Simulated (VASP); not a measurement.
A run of VASP 6.6.1 is set up as follows.

POSCAR

```
CuO
1.0
    2.9359761050      0.0000000000      0.0000000000
    0.0398390851      2.9357502767      0.0000000000
    0.0178385202      0.0175831220      5.2778618209
Cu O
2 2
Direct
    0.0000000000      0.5000000000      0.0000000000
    0.5000000000      0.0000000000      0.5000000000
    0.9984239700      0.0016717800      0.7498871000
    0.0015760300      0.9983282200      0.2501129000
```

INCAR.step1

```
SYSTEM = CuO
  PREC = Accurate
  ENCUT = 520
  ISMEAR = -1
  SIGMA = 0.05
  LREAL = .FALSE.
  LASPH = .TRUE.
  NELM = 80
  NBANDS = 25
  GGA = PE
  ALGO = Normal
  EDIFF = 1E-4
  LWAVE = .TRUE.
  LCHARG = .FALSE.
```

Contents of INCAR.step2:

```
SYSTEM = CuO
  PREC = Accurate
  ENCUT = 520
  EDIFF = 1E-7
  ISMEAR = -1
  SIGMA = 0.05
  LREAL = .FALSE.
  LASPH = .TRUE.
  NELM = 80
  ALGO = Normal
  ISIF = 2
  LWAVE = .FALSE.
  LCHARG = .TRUE.
  METAGGA = R2SCAN
  LMIXTAU = .TRUE.
  LELF = .TRUE.
  LVHAR = .TRUE.
  NBANDS = 25
  ISTART = 1
```

The input KPOINTS:

```
regular mesh
0
G
  9 9 5
  0 0 0
```

Potentials or basis: VASP PAW PBE potentials, release 64 (Cu, O).

Launch:

```sh
$ cat potpaw_PBE.64/Cu/POTCAR potpaw_PBE.64/O/POTCAR > POTCAR
$ cp INCAR.step1 INCAR
$ mpirun -np 1 vasp_std > vasp.out
$ cp INCAR.step2 INCAR
$ mpirun -np 1 vasp_std > vasp.out
```

(1) Estimate the band gap on the k mesh.

(2) Estimate the pressure.

(3) Predict the largest force.

Answers

(1) zero (bands 17 and 18 overlap by 0.89 eV).

(2) -8.6 GPa.

(3) 0.014 eV/Å.

Caveat: the stress differs along the axes, from -12 to -7 GPa; the PAW data sets were made with another functional, which shifts forces and pressure a little; semilocal functionals often make such compounds metallic where correlation or magnetic order opens a gap, which also shifts bond lengths.
